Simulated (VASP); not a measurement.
Si:

```
Si
1.0
     0.00000    1.83060    2.24621
     1.79213    0.00000    2.24621
     1.79213    1.83060    0.00000
Si
1
Direct
  0.50000 0.50000 0.50000
```

```yaml
Program: VASP 6.6.1
Task: relaxation of cell and atoms
Functional: PBE
Potentials_or_basis: VASP PAW PBE potentials, release 64 (Si)
Cutoff: 600 eV
k_mesh: 8 × 8 × 8
Occupations: gaussian, width 0.1 eV
Spin: no spin polarisation
```

At the start: pressure -0.3 GPa; volume 14.74 Å³/atom.

Task: How do energy, volume and symmetry change on relaxing?

Result: Over 13 steps the energy falls by 19.1 meV/atom and the volume is 14.63 Å³/atom (-0.7 %); space group Fmmm (No. 69, to 0.1 Å) before and after.

Step by step:
| step | energy change (eV) | largest force (eV/Å) | pressure (GPa) | volume (Å³) |
| --- | --- | --- | --- | --- |
| 1 | 0.0000 | 0.0000 | -0.27 | 14.74 |
| 2 | -0.0084 | 0.0000 | 0.47 | 14.68 |
| 3 | -0.0100 | 0.0000 | 1.13 | 14.63 |
| 4 | -0.0103 | 0.0000 | 0.92 | 14.65 |
| 5 | -0.0141 | 0.0000 | 0.38 | 14.71 |
| 6 | -0.0155 | 0.0000 | -0.01 | 14.75 |
| 7 | -0.0126 | 0.0000 | -1.17 | 14.84 |
| 8 | -0.0156 | 0.0000 | -0.12 | 14.77 |
| 9 | -0.0157 | 0.0000 | -0.26 | 14.78 |
| 10 | -0.0183 | 0.0000 | -0.58 | 14.75 |
| 11 | -0.0187 | 0.0000 | -0.69 | 14.74 |
| 12 | -0.0187 | 0.0000 | -0.71 | 14.74 |
| 13 | -0.0191 | 0.0000 | -0.18 | 14.63 |

Final structure:
```yaml
crystal:
  lattice:
    - [0.00000, 1.92839, 2.19817]
    - [1.72609, 0.00000, 2.19817]
    - [1.72609, 1.92839, 0.00000]
  atoms:
    - { symbol: Si, position: [0.50000, 0.50000, 0.50000] }
```
